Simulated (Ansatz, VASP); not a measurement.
In in VASP and in Ansatz

INCAR

```
ALGO = Fast ; EDIFF = 1E-6
ENCUT = 520 ; GGA = PS
ISIF = 2 ; ISMEAR = 0
LASPH = True ; LCHARG = True
LELF = True ; LREAL = False
LVHAR = True ; LWAVE = False
NBANDS = 12 ; NELM = 80
PREC = Accurate ; SIGMA = 0.15
```

File KPOINTS:

```
k-points
0
Gamma
  20 20 20
```

File POSCAR:

```
In
1.0
   -1.6261500000      1.5611040000      2.4739500000
    1.6261500000     -1.5611040000      2.4739500000
    1.6261500000      1.5611040000     -2.4739500000
In
1
Direct
    0.0000000000      0.0000000000      0.0000000000
```

Input for Ansatz:

```yaml
crystal:
  lattice:
    - [-1.62615, 1.561104, 2.47395]
    - [1.62615, -1.561104, 2.47395]
    - [1.62615, 1.561104, -2.47395]
  atoms:
    - { symbol: In, position: [0.0, 0.0, 0.0] }
basis:
  ecutwfc: 420
kpoints:
  mp_grid: { grid: [20, 20, 20] }
hamiltonian:
  xc: pbesol
scf:
  occupations: { method: gaussian, width: 0.15 }
output:
  forces: true
  stress: true
  eigenvalues: true
```

Change from the starting cell: strain -0.0400 x Voigt [0, 1, 0, 0, 0, 0], atoms carried along.

Alike in both runs: task single point; functional PBEsol; k mesh 20 × 20 × 20; occupations gaussian, width 0.15 eV; no spin polarisation.

|  | VASP | Ansatz |
| --- | --- | --- |
| version | VASP 6.6.1 | Ansatz 0.2.0 |
| potentials or method | VASP PAW PBE potentials, release 64 (In_d), cutoff 520 eV | scalar-relativistic, plane waves, PAW |
| valence electrons in the cell | 13 | 13 |

Ansatz gave:

* gap on the k mesh at the Fermi level (eV): none
* pressure (GPa): 0.9
* traceless stress, the component that is largest in VASP (GPa): 0.71

**Question.** Estimate VASP's values.

**Answer.** gap on the k mesh at the Fermi level (eV): none; pressure (GPa): 0.9; traceless stress, the component that is largest in VASP (GPa): 0.72.

VASP's potentials were made for PBE, not for PBEsol. A gap of «none» marks a metal or a gap that the smearing closes.
